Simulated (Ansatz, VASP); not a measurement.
SrO in VASP and in Ansatz

```xyz
2
Lattice="0.0000 2.5698 2.5698 2.5698 0.0000 2.5698 2.5698 2.5698 0.0000" Properties=species:S:1:pos:R:3 pbc="T T T"
Sr    0.0000    0.0000   -0.0625
O     2.5698    2.5698    2.5698
```

Change from the starting cell: all Sr atoms moved +0.062 Å, as atom 1 towards its neighbour atom 2 (O) at 2.570 Å.

Alike in both runs: task single point; functional PBE; k mesh 8 × 8 × 8; occupations gaussian, width 0.05 eV; no spin polarisation.

|  | VASP | Ansatz |
| --- | --- | --- |
| version | VASP 6.6.1 | Ansatz 0.2.0 |
| potentials or method | VASP PAW PBE potentials, release 64 (Sr_sv, O), cutoff 520 eV | scalar-relativistic, plane waves, PAW |
| valence electrons in the cell | 16 | 16 |

```tsv
	VASP	Ansatz	Ansatz less VASP
gap on the k mesh at the Fermi level (eV)	3.27	3.32	+0.049
least direct gap on the mesh (eV)	3.35	3.39	+0.038
pressure (GPa)	3.6	3.0	-0.59
traceless stress, the component that is largest in VASP (GPa)	0.31	0.29	-0.019
rms of the force components (eV/Å)	0.086	0.080	-0.0055
```

Atom by atom the forces differ by 0.005 eV/Å (rms over components). With one functional, cell and mesh, what is left measures potentials, basis and numerics.
